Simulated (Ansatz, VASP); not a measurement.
# Cu: VASP beside Ansatz

```
Cu
1.0
     0.00000    1.85844    1.70977
     1.85844    0.00000    1.70977
     1.85844    1.85844    0.00000
Cu
1
Direct
  0.00000 0.00000 0.00000
```

Alike in both runs: task single point; functional r2SCAN; k mesh 24 × 24 × 24; occupations gaussian, width 0.15 eV; no spin polarisation.

```csv
,VASP,Ansatz
version,VASP 6.6.1,Ansatz 0.2.0
potentials or method,"VASP PAW PBE potentials, release 64 (Cu), cutoff 520 eV","scalar-relativistic, plane waves, PAW"
valence electrons in the cell,11,19
```

|  | VASP | Ansatz | Ansatz less VASP |
| --- | --- | --- | --- |
| gap on the k mesh at the Fermi level (eV) | none | none | - |
| pressure (GPa) | -4.2 | -4.6 | -0.44 |
| traceless stress, the component that is largest in VASP (GPa) | 2.13 | 2.13 | 0.000 |

VASP's potentials were made for PBE, not for r2SCAN. A gap of «none» marks a metal or a gap that the smearing closes. VASP's potentials hold 11 valence electrons a cell and Ansatz's 19, so a difference there can come from the potentials and not from the codes.
